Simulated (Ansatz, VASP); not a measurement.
## WS2 in VASP and in Ansatz

Contents of INCAR:

```
PREC = Accurate ; ENCUT = 520
EDIFF = 1E-8 ; ISMEAR = -1
SIGMA = 0.08 ; LREAL = False
LASPH = True ; NELM = 100
ALGO = Normal ; ISIF = 2
LWAVE = False ; LCHARG = False
GGA = PE ; LEFG = True
NBANDS = 20
```

File KPOINTS:

```
Automatic mesh
0
Gamma
  13 13 13
```

File POSCAR:

```
WS2
1.0
    1.5684027470      0.9055177481      6.1219641228
   -1.5684027470      0.9055177481      6.1219641228
    0.0000000000     -1.8110354963      6.1219641228
W S
1 2
Direct
    0.0000000000      0.0000000000      0.0000000000
    0.7503000000      0.7503000000      0.7503000000
    0.5810000000      0.5810000000      0.5810000000
```

Input for Ansatz:

```yaml
crystal:
  lattice:
    - [1.568402747, 0.9055177481, 6.1219641228]
    - [-1.568402747, 0.9055177481, 6.1219641228]
    - [0.0, -1.8110354963, 6.1219641228]
  atoms:
    - { symbol: W, position: [0.0, 0.0, 0.0] }
    - { symbol: S, position: [0.7503, 0.7503, 0.7503] }
    - { symbol: S, position: [0.581, 0.581, 0.581] }
kpoints:
  mp_grid: { grid: [13, 13, 13] }
scf:
  occupations: { method: fermi_dirac, width: 0.08 }
hamiltonian:
  xc: pbe
  pseudopotentials: { kind: paw }
output:
  forces: true
  stress: true
  eigenvalues: true
  efg: { contact_densities: true }
  write_density: true
  write_potential: true
  elf: true
  volumetric_format: npy
```

Change from the starting cell: volume scaled by 0.98, PAW files.

Alike in both runs: task electric field gradients; functional PBE; k mesh 13 × 13 × 13; occupations fermi-dirac, width 0.08 eV; no spin polarisation.

|  | VASP | Ansatz |
| --- | --- | --- |
| version | VASP 6.6.1 | Ansatz 0.2.0 |
| potentials or method | VASP PAW PBE potentials, release 64 (W_sv, S) | PAW with Ansatz's default frozen-core files, scalar-relativistic |
| plane-wave cutoff (eV) | 520 | 420 |
| valence electrons in the cell | 26 | 26 |

```csv
,VASP,Ansatz,Ansatz less VASP
pressure (GPa),8.3,8.3,+0.04
"traceless stress, the component that is largest in VASP (GPa)",0.56,0.56,+0.006
rms of the force components (eV/Å),0.378,0.377,-0.0010
size of Vzz on the site where it differs most (V/Å²),157.6,177.5,+19.84
```

Atom by atom the forces differ by 0.001 eV/Å (rms over components). The functional is the same, so the differences come from potentials, cutoffs and numerics.

Neither program's run includes spin-orbit coupling.
